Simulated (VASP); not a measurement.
# FeCo (Pm-3m) in VASP: single point with PBE

Aim: the single point of FeCo with PBE.

Everything below comes from runs of VASP 6.6.1. Logs are shortened: lines on timing, memory, paths and dates and some standing lists are left out, and cuts for length are marked.

**1. The cell of the first run**

The structure is cubic, space group Pm-3m (No. 221). Conventional cell: a = 2.846 Å, b = 2.846 Å, c = 2.846 Å, α = 90.00°, β = 90.00°, γ = 90.00°. Within 3.3 Å of Fe (site symmetry m-3m) lie 8 Co at 2.46 Å and 6 Fe at 2.85 Å. Within 3.3 Å of Co (site symmetry m-3m) lie 8 Fe at 2.46 Å and 6 Co at 2.85 Å.

**2. Single point, PBE, collinear spin, antiferromagnetic start**

INCAR reads:

```
SYSTEM = FeCo
ALGO = Normal
EDIFF = 1E-6
ENCUT = 600
GGA = PE
GGA_COMPAT = .False.
ISIF = 2
ISMEAR = 0
ISPIN = 2
LASPH = .True.
LCHARG = .False.
LMAXMIX = 4
LORBIT = 11
LREAL = .False.
LWAVE = .False.
MAGMOM = 2.5 -2.5 1.5 -1.5
NBANDS = 29
NELM = 200
PREC = Accurate
SIGMA = 0.05
```

KPOINTS reads:

```
k-points
0
Gamma
  12 12 6
  0 0 0
```

POSCAR reads:

```
FeCo
1.0
    2.8455196141      0.0000000000      0.0000000000
    0.0000000000      2.8455196141      0.0000000000
    0.0000000000      0.0000000000      5.6910392282
Fe Co
2 2
Direct
    0.5000000000      0.5000000000      0.2500000000
    0.5000000000      0.5000000000      0.7500000000
    0.0000000000      0.0000000000      0.0000000000
    0.0000000000      0.0000000000      0.5000000000
```

Potentials or basis: VASP PAW PBE potentials, release 64 (Fe, Co).

On the command line:

```console
> cat potpaw_PBE.64/Fe/POTCAR potpaw_PBE.64/Co/POTCAR > POTCAR
> mpirun -np 1 vasp_std > vasp.out
```

OUTCAR:

```text
SYSTEM = FeCo
   EDIFF = 1E-6
   ENCUT = 600
   GGA = PE
   ISIF = 2
   ISMEAR = 0
   ISPIN = 2
   LASPH = .True.
   LORBIT = 11
   LREAL = .False.
   NELM = 200
   PREC = Accurate

 ion  position               nearest neighbor table
   1  0.500  0.500  0.250-   3 2.46   4 2.46   3 2.46   4 2.46   3 2.46   4 2.46   3 2.46   4 2.46
                             2 2.85   2 2.85
   2  0.500  0.500  0.750-   3 2.46   4 2.46   3 2.46   4 2.46   3 2.46   4 2.46   3 2.46   4 2.46
                             1 2.85   1 2.85
   3  0.000  0.000  0.000-   1 2.46   2 2.46   1 2.46   2 2.46   1 2.46   2 2.46   1 2.46   2 2.46
                             4 2.85   4 2.85
   4  0.000  0.000  0.500-   1 2.46   2 2.46   1 2.46   2 2.46   1 2.46   2 2.46   1 2.46   2 2.46
                             3 2.85   3 2.85

  LATTYP: Found a simple tetragonal cell.
 ALAT       =     2.8455196141
 C/A-ratio  =     2.0000000000

  Lattice vectors:

 A1 = (   2.8455196141,   0.0000000000,   0.0000000000)
 A2 = (   0.0000000000,   2.8455196141,   0.0000000000)
 A3 = (   0.0000000000,   0.0000000000,   5.6910392282)

Analysis of symmetry for initial positions (statically):
=====================================================================
 Subroutine PRICEL returns following result:

  LATTYP: Found a simple cubic cell.
 ALAT       =     2.8455196141
[... 12 lines left out ...]
 Subroutine GETGRP returns: Found 16 space group operations
 (whereof 16 operations were pure point group operations)
 out of a pool of 16 trial point group operations.

The static configuration has the point symmetry D_4h.

Analysis of symmetry for dynamics (positions and initial velocities):
=====================================================================
 Subroutine PRICEL returns following result:

  LATTYP: Found a simple cubic cell.
 ALAT       =     2.8455196141
[... 12 lines left out ...]
 Subroutine GETGRP returns: Found 16 space group operations
 (whereof 16 operations were pure point group operations)
 out of a pool of 16 trial point group operations.

The dynamic configuration has the point symmetry D_4h.

Analysis of structural, dynamic, and magnetic symmetry:
=====================================================================
 Subroutine PRICEL returns following result:

  LATTYP: Found a simple cubic cell.
 ALAT       =     2.8455196141
[... 12 lines left out ...]
 Subroutine GETGRP returns: Found  8 space group operations
 (whereof  8 operations were pure point group operations)
 out of a pool of 16 trial point group operations.

The overall configuration has the point symmetry C_4v.

 Subroutine INISYM returns: Found  8 space group operations
[... 126 lines left out ...]
   LEPSILON=     F    determine dielectric tensor
   LRPA    =     F    only Hartree local field effects (RPA)
 spin polarized calculation
 Gauss-broadening in eV      SIGMA  =   0.05
  energy-cutoff  :      600.00
  volume of cell :       46.08
 maximum number of plane-waves:      1572
 NGX is ok and might be reduce to    24
   NGX = 11   NGY = 11   NGZ = 23

 number of electron      33.9999996 magnetization      -0.0000000

 number of electron      33.9999996 magnetization       0.0000000

 Free energy of the ion-electron system (eV)
  ---------------------------------------------------
  ext. energy  EPLUGINS =         0.00000000
  ---------------------------------------------------
  free energy    TOTEN  =       -29.87299466 eV

  energy without entropy =      -29.86920284  energy(sigma->0) =      -29.87109875

 E-fermi :   7.9003     XC(G=0): -13.0425

 val. band max:        7.8970540594   @ k =   0.3333   0.0833   0.5000
 cond. band min:       7.9042930178   @ k =   0.2500   0.0000   0.1667
 fundamental gap:      0.0072389585
 Fermi energy:         7.9002734340

 spin component 1

 k-point     1 :       0.0000    0.0000    0.0000
  band No.  band energies     occupation
      1      -0.8574      1.00000
      2       2.7861      1.00000
      3       3.1392      1.00000
      4       3.2100      1.00000
      5       3.7463      1.00000
      6       5.1756      1.00000
[... 757 lines left out ...]
     28      17.8319      0.00000
     29      18.5899      0.00000

 [... further k-points ...]

 spin component 2

 k-point     1 :       0.0000    0.0000    0.0000
  band No.  band energies     occupation
      1      -0.8574      1.00000
      2       2.7861      1.00000
      3       3.1392      1.00000
      4       3.2100      1.00000
      5       3.7463      1.00000
      6       5.1756      1.00000
[... 757 lines left out ...]
     28      17.8319      0.00000
     29      18.5899      0.00000

 [... further k-points ...]

------------------------ aborting loop because EDIFF is reached ----------------------------------------

  FORCE on cell =-STRESS in cart. coord.  units (eV):
  Direction    XX          YY          ZZ          XY          YZ          ZX
  --------------------------------------------------------------------------------------
  -------------------------------------------------------------------------------------
  Total       -0.0135313     -0.0135313     -2.2439058      0.0000000      0.0000000      0.0000000
  in kB       -0.4704750     -0.4704750    -78.0190128      0.0000000      0.0000000      0.0000000
  external PRESSURE =     -26.3199876 kB  Pullay stress =       0.0000000 kB

 VOLUME and BASIS-vectors are now :
 -----------------------------------------------------------------------------
  energy-cutoff  :      600.00
  volume of cell :       46.08
      direct lattice vectors                 reciprocal lattice vectors
     2.845519614  0.000000000  0.000000000     0.351429663  0.000000000  0.000000000
     0.000000000  2.845519614  0.000000000     0.000000000  0.351429663  0.000000000
     0.000000000  0.000000000  5.691039228     0.000000000  0.000000000  0.175714832

 POSITION                                       TOTAL-FORCE (eV/Angst)
 -----------------------------------------------------------------------------------
      1.42276      1.42276      1.42276        -0.000000      0.000000     -0.657989
      1.42276      1.42276      4.26828         0.000000     -0.000000     -0.657989
      0.00000      0.00000      0.00000        -0.000000     -0.000000      0.657989
      0.00000      0.00000      2.84552        -0.000000     -0.000000      0.657989
 -----------------------------------------------------------------------------------
    total drift:                                0.000000     -0.000000     -0.000332

  FREE ENERGIE OF THE ION-ELECTRON SYSTEM (eV)
  ---------------------------------------------------
  free  energy   TOTEN  =       -29.8729946573 eV

  energy  without entropy=      -29.8692028396  energy(sigma->0) =      -29.87109875

 total charge

# of ion       s       p       d       tot
------------------------------------------
    1        0.482   0.525   6.115   7.122
    2        0.482   0.525   6.115   7.122
    3        0.476   0.500   7.293   8.270
    4        0.476   0.500   7.293   8.270
--------------------------------------------------
tot          1.917   2.051  26.818  30.785

 magnetization (x)

# of ion       s       p       d       tot
------------------------------------------
    1        0.022   0.004   2.799   2.825
    2       -0.022  -0.004  -2.799  -2.825
    3        0.008  -0.005   0.904   0.908
    4       -0.008   0.005  -0.904  -0.908
--------------------------------------------------
tot          0.000   0.000   0.000   0.000
```

Wall time 4.2 min (1 thread of Intel Xeon Platinum 8259CL at 2.50GHz (Skylake/Cascade Lake), shared host); peak memory 0.39 GiB.

Results:

| Quantity | Value |
| --- | --- |
| Free energy | -29.8730 eV |
| Pressure | -2.6 GPa |
| Band gap on the k mesh | zero (filled and empty bands overlap) |
| Net moment | 0.00 μB per cell |
| Site moments | Fe +2.83, -2.83; Co +0.91, -0.91 μB |
| Valence electrons inside the program's atomic spheres | Fe 7.12; Co 8.27 |

Stress tensor (GPa, compression positive):
```
-0.05  0.00  0.00
 0.00 -0.05  0.00
 0.00  0.00 -7.80
```

Levels at points of the mesh, in eV from the Fermi level:
Spin up:
```tsv
k point	band 14	band 15	band 16	band 17	band 18	band 19	band 20	band 21
(0.00, 0.00, 0.00)	-1.05	-1.05	-1.05	-0.52	0.14	0.51	0.82	0.82
(0.50, 0.00, 0.00)	-0.88	-0.79	-0.59	-0.11	0.07	0.08	0.27	0.77
(0.50, 0.50, 0.00)	-0.91	0.08	0.08	0.20	0.40	0.79	0.79	1.13
(0.00, 0.00, 0.50)	-1.00	-0.79	-0.79	-0.31	0.03	0.42	0.42	0.67
(0.50, 0.00, 0.50)	-1.29	-0.42	-0.31	-0.26	-0.14	0.16	0.37	0.91
(0.50, 0.50, 0.50)	-1.47	-0.96	-0.96	0.21	0.40	1.06	1.61	3.61
```
Spin down:
| k point | band 14 | band 15 | band 16 | band 17 | band 18 | band 19 | band 20 | band 21 |
| --- | --- | --- | --- | --- | --- | --- | --- | --- |
| (0.00, 0.00, 0.00) | -1.05 | -1.05 | -1.05 | -0.52 | 0.14 | 0.51 | 0.82 | 0.82 |
| (0.50, 0.00, 0.00) | -0.88 | -0.79 | -0.59 | -0.11 | 0.07 | 0.08 | 0.27 | 0.77 |
| (0.50, 0.50, 0.00) | -0.91 | 0.08 | 0.08 | 0.20 | 0.40 | 0.79 | 0.79 | 1.13 |
| (0.00, 0.00, 0.50) | -1.00 | -0.79 | -0.79 | -0.31 | 0.03 | 0.42 | 0.42 | 0.67 |
| (0.50, 0.00, 0.50) | -1.29 | -0.42 | -0.31 | -0.26 | -0.14 | 0.16 | 0.37 | 0.91 |
| (0.50, 0.50, 0.50) | -1.47 | -0.96 | -0.96 | 0.21 | 0.40 | 1.06 | 1.61 | 3.61 |
